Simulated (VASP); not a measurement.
A run of VASP 6.6.1 is set up as follows.

The input INCAR:

```
SYSTEM = Ta
  PREC = Accurate
  ENCUT = 520
  EDIFF = 1E-6
  ISMEAR = -1
  SIGMA = 0.08
  LREAL = .False.
  LASPH = .True.
  NELM = 100
  ALGO = Normal
  ISIF = 2
  LWAVE = .False.
  LCHARG = .False.
  GGA = PE
  NBANDS = 12
```

File KPOINTS:

```
regular mesh
0
Gamma
  17 17 17
  0 0 0
```

File POSCAR:

```
Ta
1.0
   -1.6347672000      1.6512800000      1.6512800000
    1.6512800000     -1.6347672000      1.6512800000
    1.6512800000      1.6512800000     -1.6347672000
Ta
1
Direct
    0.0000000000      0.0000000000      0.0000000000
```

Potentials or basis: VASP PAW PBE potentials, release 64 (Ta_pv).

The run is started by

```bash
$ cat potpaw_PBE.64/Ta_pv/POTCAR > POTCAR
$ mpirun -np 1 vasp_std > vasp.out
```

Problem. What does it give for the pressure?

Solution. 3.3 GPa.

Stress tensor (GPa, compression positive):
```
 3.28 -0.81 -0.81
-0.81  3.28 -0.81
-0.81 -0.81  3.28
```

Caveat: the cell differs from its parent crystal (equal xy, yz and zx shear strains of +1 %).
